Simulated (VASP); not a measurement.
# Li (Im-3m) in VASP: further runs, part 2 of 2

VASP 6.6.1. The steps go on from the part before.

## 3. Single point, PBE (15.18 Å³/atom)

This run uses another cell than the first one, of 15.18 Å³/atom.

The input, INCAR:

```
SYSTEM = Li
ALGO = Normal
EDIFF = 1E-6
ENCUT = 750
GGA = PE
GGA_COMPAT = .False.
ISIF = 2
ISMEAR = -1
LASPH = .True.
LCHARG = .False.
LREAL = .False.
LWAVE = .False.
NBANDS = 8
NELM = 120
PREC = Accurate
SIGMA = 0.1
```

The input, KPOINTS:

```
k-points
0
Gamma
  17 17 17
  0 0 0
```

The input, POSCAR:

```
Li
1.0
   -1.5596448799      1.5596448799      1.5596448799
    1.5596448799     -1.5596448799      1.5596448799
    1.5596448799      1.5596448799     -1.5596448799
Li
1
Direct
    0.0000000000      0.0000000000      0.0000000000
```

Potentials or basis: VASP PAW PBE potentials, release 64 (Li_sv).

The run is started by

```sh
$ cat potpaw_PBE.64/Li_sv/POTCAR > POTCAR
$ mpirun -np 1 vasp_std > vasp.out
```

OUTCAR:

```text
SYSTEM = Li
   EDIFF = 1E-6
   ENCUT = 750
   GGA = PE
   ISIF = 2
   ISMEAR = -1
   LASPH = .True.
   LREAL = .False.
   NELM = 120
   PREC = Accurate

 ion  position               nearest neighbor table
   1  0.000  0.000  0.000-

  LATTYP: Found a body centered cubic cell.
 ALAT       =     3.1192897598

  Lattice vectors:

 A1 = (  -1.5596448799,   1.5596448799,   1.5596448799)
 A2 = (   1.5596448799,  -1.5596448799,   1.5596448799)
 A3 = (   1.5596448799,   1.5596448799,  -1.5596448799)

Analysis of symmetry for initial positions (statically):
=====================================================================
 Subroutine PRICEL returns:
 Original cell was already a primitive cell.

 Routine SETGRP: Setting up the symmetry group for a
 body centered cubic supercell.

 Subroutine GETGRP returns: Found 48 space group operations
 (whereof 48 operations were pure point group operations)
 out of a pool of 48 trial point group operations.

The static configuration has the point symmetry O_h .

Analysis of symmetry for dynamics (positions and initial velocities):
=====================================================================
 Subroutine PRICEL returns:
 Original cell was already a primitive cell.

 Routine SETGRP: Setting up the symmetry group for a
 body centered cubic supercell.

 Subroutine GETGRP returns: Found 48 space group operations
 (whereof 48 operations were pure point group operations)
 out of a pool of 48 trial point group operations.

The dynamic configuration has the point symmetry O_h .

 Subroutine INISYM returns: Found 48 space group operations
 (whereof 48 operations are pure point group operations),
 and found     1 'primitive' translations

----------------------------------------------------------------------------------------

                                     Primitive cell

  volume of cell :      15.1753

  direct lattice vectors                    reciprocal lattice vectors
    -1.559644880  1.559644880  1.559644880     0.000000000  0.320585799  0.320585799
     1.559644880 -1.559644880  1.559644880     0.320585799  0.000000000  0.320585799
     1.559644880  1.559644880 -1.559644880     0.320585799  0.320585799  0.000000000

  length of vectors
     2.701384174  2.701384174  2.701384174     0.453376785  0.453376785  0.453376785

  position of ions in fractional coordinates (direct lattice)
     0.000000000  0.000000000  0.000000000

  ion indices of the primitive-cell ions
   primitive index   ion index
                 1           1

----------------------------------------------------------------------------------------

 KPOINTS: k-points

Automatic generation of k-mesh.
 Grid dimensions read from file:
 generate k-points for:   17   17   17

 Generating k-lattice:

  Cartesian coordinates                     Fractional coordinates (reciprocal lattice)
     0.000000000  0.018857988  0.018857988     0.058823529  0.000000000  0.000000000
     0.018857988  0.000000000  0.018857988     0.000000000  0.058823529  0.000000000
     0.018857988  0.018857988  0.000000000     0.000000000  0.000000000  0.058823529

  Length of vectors
     0.026669223  0.026669223  0.026669223

  Shift w.r.t. Gamma in fractional coordinates (k-lattice)
     0.000000000  0.000000000  0.000000000

 Subroutine IBZKPT returns following result:
 ===========================================

 Found    165 irreducible k-points:

 Following reciprocal coordinates:
            Coordinates               Weight
  0.000000  0.000000  0.000000      1.000000
  0.058824  0.000000  0.000000     12.000000
  0.117647  0.000000  0.000000     12.000000
  0.176471  0.000000  0.000000     12.000000
  0.235294  0.000000  0.000000     12.000000
  0.294118  0.000000  0.000000     12.000000
[... 16 lines left out ...]
  0.411765  0.117647 -0.000000     48.000000
  0.176471  0.176471  0.000000     24.000000
 [... further k-points ...]
   k-points           NKPTS =    165   k-points in BZ     NKDIM =    165   number of bands    NBANDS=      8
   number of dos      NEDOS =    301   number of ions     NIONS =      1
   total plane-waves  NPLWV =  13824
   dimension x,y,z NGX =    24 NGY =   24 NGZ =   24
   dimension x,y,z NGXF=    48 NGYF=   48 NGZF=   48
   ions per type =               1
   NGX,Y,Z   is equivalent  to a cutoff of  14.77, 14.77, 14.77 a.u.
   NGXF,Y,Z  is equivalent  to a cutoff of  29.54, 29.54, 29.54 a.u.
 SYSTEM =  Li
   PREC   = accura    normal or accurate (medium, high low for compatibility)
   ISTART =      0    job   : 0-new  1-cont  2-samecut
   ICHARG =      2    charge: 1-file 2-atom 10-const
   ISPIN  =      1    spin polarized calculation?
   LNONCOLLINEAR =      F non collinear calculations
   LSORBIT =      F    spin-orbit coupling
   LASPH  =      T    aspherical Exc in radial PAW
   ENCUT  =  750.0 eV  55.12 Ry    7.42 a.u.   6.03  6.03  6.03*2*pi/ulx,y,z
   NELM   =    120;   NELMIN=  2; NELMDL= -5     # of ELM steps
   EDIFF  = 0.1E-05   stopping-criterion for ELM
   LREAL  =      F    real-space projection
   EDIFFG = 0.1E-04   stopping-criterion for IOM
   NSW    =      0    number of steps for IOM
   IBRION =     -1    ionic relax: 0-MD 1-quasi-New 2-CG
   NFREE  =      0    steps in history (QN), initial steepest desc. (CG)
   ISIF   =      2    stress and relaxation
   ISYM   =      2    0-nonsym 1-usesym 2-fastsym
   POTIM  = 0.5000    time-step for ionic-motion
   TEBEG  =    0.0;   TEEND  =   0.0 temperature during run
   PSTRESS=    0.0 pullay stress
   NELECT =       3.0000    total number of electrons
   NUPDOWN=      -1.0000    fix difference up-down
   EMIN   =  10.00;   EMAX   =-10.00  energy-range for DOS
   EFERMI =   0.00;   METHOD = LEGACY
   ISMEAR =    -1;   SIGMA  =   0.10  broadening in eV -4-tet -1-fermi 0-gaus
   EFERMI_NEDOS =   21; number of points for ismear=-14 and -15
   IALGO  =     38    algorithm
   IMIX   =      4    mixing-type and parameters
     AMIX     =   0.40;   BMIX     =  1.00
     AMIX_MAG =   1.60;   BMIX_MAG =  1.00
  volume/ion in A,a.u.               =      15.18       102.41
  Fermi-wavevector in a.u.,A,eV,Ry     =   0.953680  1.802195 12.374585  0.909506
  Thomas-Fermi vector in A             =   2.082358
   LORBIT       =      0    0 simple, 1 ext, 2 COOP (PROOUT), +10 PAW based schemes
   GGA     = PE    functional components
   LHFCALC =     F    Hartree Fock is set to
   AEXX    =    0.0000 exact exchange contribution
   IVDW    =     0    specifies the selected vdW correction
   LEPSILON=     F    determine dielectric tensor
   LRPA    =     F    only Hartree local field effects (RPA)
 non-spin polarized calculation
  energy-cutoff  :      750.00
  volume of cell :       15.18
 maximum number of plane-waves:       720
   NGX = 13   NGY = 13   NGZ = 13

 number of electron       3.0000002 magnetization

 Free energy of the ion-electron system (eV)
  ---------------------------------------------------
  ext. energy  EPLUGINS =         0.00000000
  ---------------------------------------------------
  free energy    TOTEN  =        -1.82797029 eV

  energy without entropy =       -1.81225321  energy(sigma->0) =       -1.82011175

 E-fermi :   1.5672     XC(G=0):  -7.7895

 val. band max:        1.5512835642   @ k =   0.1765   0.1765   0.1765
 cond. band min:       1.6041767861   @ k =   0.2353   0.1765   0.1176
 fundamental gap:      0.0528932219
 Fermi energy:         1.5672404016

 k-point     1 :       0.0000    0.0000    0.0000
  band No.  band energies     occupation
      1     -44.5315      2.00000
      2      -2.3712      2.00000
      3      19.4836      0.00000
      4      19.4836      0.00000
      5      19.4836      0.00000
      6      24.9071      0.00000
      7      24.9071      0.00000
      8      24.9071      0.00000

 k-point     2 :       0.0588    0.0000    0.0000
  band No.  band energies     occupation
      1     -44.5295      2.00000
      2      -2.3000      2.00000
      3      18.9203      0.00000
      4      19.0445      0.00000
      5      19.3285      0.00000
      6      23.5576      0.00000
      7      23.7834      0.00000
      8      25.1423      0.00000
[... 221 lines left out ...]
 k-point    23 :       0.4118    0.1176   -0.0000
  band No.  band energies     occupation
      1     -44.4723      2.00000
      2       1.9133      0.06091
      3       5.9921      0.00000
      4      12.6143      0.00000
      5      14.8044      0.00000
      6      20.8392      0.00000
      7      23.2433      0.00000
      8      28.6936      0.00000

 k-point    24 :       0.1765    0.1765    0.0000
  band No.  band energies     occupation
      1     -44.4923      2.00000
      2      -0.4265      2.00000
      3      11.1670      0.00000
      4      13.0703      0.00000
      5      15.8866      0.00000
      6      21.8666      0.00000
      7      22.8065      0.00000
      8      26.1333      0.00000

 [... further k-points ...]
[... 5 lines left out ...]
  --------------------------------------------------------------------------------------
  -------------------------------------------------------------------------------------
  Total        0.5969335      0.5969335      0.5969335     -0.0000000     -0.0000000      0.0000000
  in kB       63.0230401     63.0230401     63.0230401     -0.0000000     -0.0000000      0.0000000
  external PRESSURE =      63.0230401 kB  Pullay stress =       0.0000000 kB

 VOLUME and BASIS-vectors are now :
 -----------------------------------------------------------------------------
  energy-cutoff  :      750.00
  volume of cell :       15.18
      direct lattice vectors                 reciprocal lattice vectors
    -1.559644880  1.559644880  1.559644880     0.000000000  0.320585799  0.320585799
     1.559644880 -1.559644880  1.559644880     0.320585799  0.000000000  0.320585799
     1.559644880  1.559644880 -1.559644880     0.320585799  0.320585799  0.000000000

 POSITION                                       TOTAL-FORCE (eV/Angst)
 -----------------------------------------------------------------------------------
      0.00000      0.00000      0.00000         0.000000     -0.000000      0.000000
 -----------------------------------------------------------------------------------
    total drift:                                0.000000      0.000000     -0.000000

  FREE ENERGIE OF THE ION-ELECTRON SYSTEM (eV)
  ---------------------------------------------------
  free  energy   TOTEN  =        -1.8279702866 eV

  energy  without entropy=       -1.8122532089  energy(sigma->0) =       -1.82011175
```

stdout:

```text
POSCAR found type information on POSCAR Li
 POSCAR found :  1 types and       1 ions
 scaLAPACK will be used
 LDA part: xc-table for (Slater+PW92), standard interpolation
 POSCAR, INCAR and KPOINTS ok, starting setup
 FFT: planning ... GRIDC
 FFT: planning ... GRID_SOFT
 FFT: planning ... GRID
 WAVECAR not read
 entering main loop
```

Wall time 18 s (1 thread of Intel Xeon 8259CL, shared host); peak memory 0.15 GiB.

What came out:

* Free energy: -1.8280 eV
* Pressure: 6.3 GPa
* Band gap on the k mesh: zero (an odd number of electrons rules out a gap without spin polarisation)

Caveat: the cell stands under pressure.

## 4. Single point, PBE (15.18 Å³/atom)

This run uses another cell than the first one, of 15.18 Å³/atom.

The input, INCAR:

```
ALGO = Normal ; EDIFF = 1E-6
ENCUT = 750 ; GGA = PE
GGA_COMPAT = False ; ISIF = 2
ISMEAR = -1 ; LASPH = True
LCHARG = True ; LELF = True
LREAL = False ; LVHAR = True
LWAVE = False ; NBANDS = 8
NELM = 120 ; PREC = Accurate
SIGMA = 0.1
```

The input, KPOINTS:

```
k-points
0
Gamma
  17 17 17
```

POSCAR is that of step 3.

The run is started by

```sh
$ cat potpaw_PBE.64/Li_sv/POTCAR > POTCAR
$ mpirun -np 1 vasp_std > vasp.out
```

Run time: 15 s. Hardware: 1 thread of Intel Xeon 8259CL, shared host; peak memory 0.14 GiB.

Results (log left out):

* Free energy: -1.8280 eV
* Pressure: 6.3 GPa
* Band gap on the k mesh: zero (an odd number of electrons rules out a gap without spin polarisation)

Levels at points of the mesh, in eV from the Fermi level:
```tsv
k point	band 1	band 2	band 3	band 4	band 5
(0.00, 0.00, 0.00)	-46.10	-3.94	17.92	17.92	17.92
```

Caveat: the cell stands under pressure.

## 5. Single point, PBE (17.20 Å³/atom)

This run uses another cell than the first one, of 17.20 Å³/atom.

The input, INCAR:

```
PREC = Accurate ; ENCUT = 750
EDIFF = 1E-6 ; ISMEAR = -1
SIGMA = 0.1 ; LREAL = F
LASPH = T ; NELM = 120
ALGO = Normal ; ISIF = 2
LWAVE = F ; LCHARG = F
GGA = PE ; NBANDS = 8
GGA_COMPAT = F
```

The input, KPOINTS:

```
Automatic mesh
0
Gamma
  17 17 17
```

The input, POSCAR:

```
Li
1.0
   -1.6260913688      1.6260913688      1.6260913688
    1.6260913688     -1.6260913688      1.6260913688
    1.6260913688      1.6260913688     -1.6260913688
Li
1
Direct
    0.0000000000      0.0000000000      0.0000000000
```

The run is started by

```sh
$ cat potpaw_PBE.64/Li_sv/POTCAR > POTCAR
$ mpirun -np 1 vasp_std > vasp.out
```

Wall time 31 s (1 thread of Intel Xeon 8259CL, shared host); peak memory 0.16 GiB.

It converged, with:

```yaml
Free_energy: -1.8864 eV
Pressure: 2.8 GPa
Band_gap_on_the_k_mesh: zero (an odd number of electrons rules out a gap without spin polarisation)
```

Levels at points of the mesh, in eV from the Fermi level:
```
           k point  band 1  band 2  band 3  band 4  band 5
(0.00, 0.00, 0.00)  -46.27   -3.79   16.40   16.40   16.40
```

## 6. Single point, PBE (17.20 Å³/atom)

This run uses another cell than the first one, of 17.20 Å³/atom.

The input, INCAR:

```
SYSTEM = Li
PREC = Accurate
ENCUT = 750
EDIFF = 1E-6
ISMEAR = -1
SIGMA = 0.1
LREAL = .FALSE.
LASPH = .TRUE.
NELM = 120
ALGO = Normal
ISIF = 2
LWAVE = .FALSE.
LCHARG = .TRUE.
GGA = PE
LELF = .TRUE.
LVHAR = .TRUE.
NBANDS = 8
GGA_COMPAT = .FALSE.
```

The input, KPOINTS:

```
Automatic mesh
0
G
  17 17 17
  0 0 0
```

POSCAR is that of step 5.

Potentials or basis: VASP PAW PBE potentials, release 64 (Li_sv).

The run is started by

```sh
$ cat potpaw_PBE.64/Li_sv/POTCAR > POTCAR
$ mpirun -np 1 vasp_std > vasp.out
```

Wall time 37 s (1 thread of Intel Xeon 8259CL, shared host); peak memory 0.16 GiB.

Results (log left out):

```
Free energy            : -1.8864 eV
Pressure               : 2.8 GPa
Band gap on the k mesh : zero (an odd number of electrons rules out a gap without spin polarisation)
```

Levels at points of the mesh, in eV from the Fermi level:
```
           k point  band 1  band 2  band 3  band 4  band 5
(0.00, 0.00, 0.00)  -46.27   -3.79   16.40   16.40   16.40
```

## 7. Summary

```csv
cell,gap on the mesh (eV),pressure (GPa)
"a = 2.576 Å, angles 109.5°, 1 atom",none,12.1
"a = 2.701 Å, angles 109.5°, 1 atom",none,6.3
"a = 2.816 Å, angles 109.5°, 1 atom",none,2.8
```

Alike in all rows: task single point; level PBE; potentials or basis VASP PAW PBE potentials, release 64 (Li_sv); no spin polarisation; k mesh 17 × 17 × 17; cutoff (eV) 750; smearing fermi-dirac 0.1 eV.

Caveats: the cell stands under pressure (at least some runs).

Total energies depend on the potentials used, so only differences within one code and one set of settings carry meaning.
